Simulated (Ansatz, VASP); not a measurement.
## TiCo in VASP and in Ansatz

The input POSCAR:

```
TiCo
1.0
    2.9850974201      0.0000000000      0.0000000000
    0.0000000000      2.9850974201      0.0000000000
    0.0000000000      0.0000000000      2.9850974201
Ti Co
1 1
Direct
    0.0000000000      0.0000000000      0.0000000000
    0.5000000000      0.5000000000      0.5000000000
```

Contents of INCAR.step1:

```
SYSTEM = TiCo
PREC = Accurate
ENCUT = 520
ISMEAR = 0
SIGMA = 0.1
LREAL = .False.
LASPH = .True.
NELM = 150
ISPIN = 2
MAGMOM = 1 3
LMAXMIX = 4
NBANDS = 22
GGA = PE
ALGO = Normal
EDIFF = 1E-4
LWAVE = .True.
LCHARG = .False.
```

The input INCAR.step2:

```
SYSTEM = TiCo
PREC = Accurate
ENCUT = 520
EDIFF = 1E-6
ISMEAR = 0
SIGMA = 0.1
LREAL = .False.
LASPH = .True.
NELM = 150
ALGO = Normal
ISIF = 2
LWAVE = .False.
LCHARG = .True.
ISPIN = 2
MAGMOM = 1 3
LORBIT = 11
LMAXMIX = 4
METAGGA = R2SCAN
LMIXTAU = .True.
LELF = .True.
LVHAR = .True.
NBANDS = 22
ISTART = 1
```

Contents of KPOINTS:

```
Automatic mesh
0
Gamma
  18 18 18
  0 0 0
```

Input for Ansatz:

```yaml
crystal:
  lattice:
    - [2.9850974201, 0.0, 0.0]
    - [0.0, 2.9850974201, 0.0]
    - [0.0, 0.0, 2.9850974201]
  atoms:
    - { symbol: Ti, position: [0.0, 0.0, 0.0], spin: 1.0 }
    - { symbol: Co, position: [0.5, 0.5, 0.5], spin: 3.0 }
basis:
  ecutwfc: 500
kpoints:
  mp_grid: { grid: [18, 18, 18] }
  band_path:
    path:
      - [[0.0, 0.0, 0.0], [0.0, 0.5, 0.0], [0.5, 0.5, 0.0], [0.0, 0.0, 0.0], [0.5, 0.5, 0.5], [0.0, 0.5, 0.0]]
      - [[0.5, 0.5, 0.5], [0.5, 0.5, 0.0]]
    npoints: 14
hamiltonian:
  xc: r2scan
scf:
  occupations: { method: gaussian, width: 0.1 }
  n_extra_bands: 6
output:
  forces: true
  stress: true
  eigenvalues: true
  populations: true
  dos: { projected: true, de: 0.02, nscf_kmesh: { grid: [22, 22, 22] } }
  bader: true
magnetization:
  spin_polarized: true
```

Alike in both runs: task single point; functional r2SCAN; k mesh 18 × 18 × 18; occupations gaussian, width 0.1 eV; collinear spin.

|  | VASP | Ansatz |
| --- | --- | --- |
| version | VASP 6.6.1 | Ansatz 0.2.0 |
| potentials or method | VASP PAW PBE potentials, release 64 (Ti_sv, Co), cutoff 520 eV | scalar-relativistic, plane waves, PAW |
| valence electrons in the cell | 21 | 29 |

VASP gave:

* gap on the k mesh at the Fermi level (eV): none
* pressure (GPa): 0.8
* net moment per atom (μB): 0.45
* size of the moment on the site where the two differ most (μB): 1.37

Which values does Ansatz return?

gap on the k mesh at the Fermi level (eV): none; pressure (GPa): 0.5; net moment per atom (μB): 0.45; size of the moment on the site where the two differ most (μB): 1.40.

VASP's potentials were made for PBE, not for r2SCAN. Site moments also hang on the region over which each program counts them. A gap of «none» marks a metal or a gap that the smearing closes. The functional is the same, so the differences come from potentials, cutoffs and numerics. VASP's potentials hold 21 valence electrons a cell and Ansatz's 29, so a difference there can come from the potentials and not from the codes. Ansatz's warnings: seeded moment not kept, stability check not made.
